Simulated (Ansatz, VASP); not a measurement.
## One calculation of Si2Mo, two programs

File INCAR:

```
SYSTEM = Si2Mo
PREC = Accurate ; ENCUT = 520
EDIFF = 1E-6 ; ISMEAR = 0
SIGMA = 0.15 ; LREAL = .False.
LASPH = .True. ; NELM = 60
ALGO = Normal ; ISIF = 2
LWAVE = .False. ; LCHARG = .False.
GGA = PE ; NBANDS = 18
```

Contents of KPOINTS:

```
regular mesh
0
Gamma
  20 20 20
  0 0 0
```

The input POSCAR:

```
Si2Mo
1.0
   -1.6888448819      1.6888448819      3.9365099589
    1.6888448819     -1.6888448819      3.9365099589
    1.6888448819      1.6888448819     -3.9365099589
Si Mo
2 1
Direct
    0.3350991346      0.3350991346      0.0000000000
    0.6649008654      0.6649008654      0.0000000000
    0.0000000000      0.0000000000      0.0000000000
```

Input for Ansatz:

```yaml
crystal:
  lattice:
    - [-1.6888448819, 1.6888448819, 3.9365099589]
    - [1.6888448819, -1.6888448819, 3.9365099589]
    - [1.6888448819, 1.6888448819, -3.9365099589]
  atoms:
    - { symbol: Si, position: [0.3350991346, 0.3350991346, 0.0] }
    - { symbol: Si, position: [0.6649008654, 0.6649008654, 0.0] }
    - { symbol: Mo, position: [0.0, 0.0, 0.0] }
basis:
  ecutwfc: 420
kpoints:
  mp_grid: { grid: [20, 20, 20] }
hamiltonian:
  xc: pbe
scf:
  occupations: { method: gaussian, width: 0.15 }
output:
  forces: true
  stress: true
  eigenvalues: true
```

Change from the starting cell: strain +0.050 along x and y, +0.000 along z, atoms carried along.

Alike in both runs: task single point; functional PBE; k mesh 20 × 20 × 20; occupations gaussian, width 0.15 eV; no spin polarisation.

```csv
,VASP,Ansatz
version,VASP 6.6.1,Ansatz 0.2.0
potentials or method,"VASP PAW PBE potentials, release 64 (Si, Mo_sv), cutoff 520 eV","scalar-relativistic, plane waves, PAW"
valence electrons in the cell,22,22
```

```csv
,VASP,Ansatz,Ansatz less VASP
gap on the k mesh at the Fermi level (eV),none,none,-
pressure (GPa),-15.1,-15.2,-0.12
"traceless stress, the component that is largest in VASP (GPa)",8.57,8.57,+0.002
rms of the force components (eV/Å),0.062,0.062,+0.0002
```

Atom by atom the forces differ by 0.000 eV/Å (rms over components). A gap of «none» marks a metal or a gap that the smearing closes.
